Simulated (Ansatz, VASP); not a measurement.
# Two plane-wave programs on HfO2

INCAR

```
SYSTEM = HfO2
ALGO = Normal ; EDIFF = 1E-7
EDIFFG = -0.01 ; ENCUT = 600
GGA = PE ; GGA_COMPAT = .False.
IBRION = 2 ; ISIF = 3
ISMEAR = -1 ; IVDW = 12
LASPH = .True. ; LCHARG = .False.
LREAL = .False. ; LWAVE = .False.
NELM = 120 ; NELMIN = 4
NSW = 60 ; PREC = Accurate
SIGMA = 0.05
```

Contents of KPOINTS:

```
k-points
0
Gamma
  8 8 5
  0 0 0
```

File POSCAR:

```
HfO2
1.0
    3.5580193300      0.0000000000      0.0000000000
    0.0000000000      3.5580193300      0.0000000000
    0.0000000000      0.0000000000      5.1718612100
Hf O
2 4
Direct
    0.0000000000      0.0000000000      0.0000000000
    0.5000000000      0.5000000000      0.5000000000
    0.0000000000      0.5000000000      0.1972078800
    0.5000000000      0.0000000000      0.3027921200
    0.5000000000      0.0000000000      0.8027921200
    0.0000000000      0.5000000000      0.6972078800
```

The input input.yaml:

```yaml
crystal:
  lattice:
    - [3.55801933, 0.0, 0.0]
    - [0.0, 3.55801933, 0.0]
    - [0.0, 0.0, 5.17186121]
  atoms:
    - { symbol: Hf, position: [0.0, 0.0, 0.0] }
    - { symbol: Hf, position: [0.5, 0.5, 0.5] }
    - { symbol: O, position: [0.0, 0.5, 0.19720788] }
    - { symbol: O, position: [0.5, 0.0, 0.30279212] }
    - { symbol: O, position: [0.5, 0.0, 0.80279212] }
    - { symbol: O, position: [0.0, 0.5, 0.69720788] }
hamiltonian:
  xc: pbe
  pseudopotentials: { kind: paw }
  dispersion: d3bj
kpoints:
  mp_grid: { grid: [8, 8, 5] }
scf:
  occupations: { method: fermi_dirac, width: 0.05 }
output:
  forces: true
  stress: true
relax:
  f_tol: 0.01
  max_steps: 40
  cell: { stress_tol: 0.05 }
```

Alike in both runs: task relaxation of cell and atoms; functional PBE; dispersion D3(BJ); k mesh 8 × 8 × 5; occupations fermi-dirac, width 0.05 eV; no spin polarisation.

|  | VASP | Ansatz |
| --- | --- | --- |
| version | VASP 6.6.1 | Ansatz 0.2.0 |
| potentials or method | VASP PAW PBE potentials, release 64 (Hf_pv, O) | Ansatz PAW |
| plane-wave cutoff (eV) | 600 | 420 |
| valence electrons in the cell | 44 | 76 |

Ansatz gave:

* relaxed volume (Å³/atom): 11.18
* relaxed cell length with the largest relative difference (Å): 5.212

Problem. Which values does VASP return?

Solution. Relaxed volume (Å³/atom): 11.00; relaxed cell length with the largest relative difference (Å): 5.174.

VASP's potentials hold 44 valence electrons a cell and Ansatz's 76, so a difference there can come from the potentials and not from the codes.

Neither program's run includes spin-orbit coupling. Noted on Ansatz's run: odd divisions of the mesh miss points on the zone boundary, where band edges often lie, so the gap on the mesh can be too wide; the plane-wave basis is chosen anew once the cell has moved, so the energies of steps on either side of that aren't comparable.
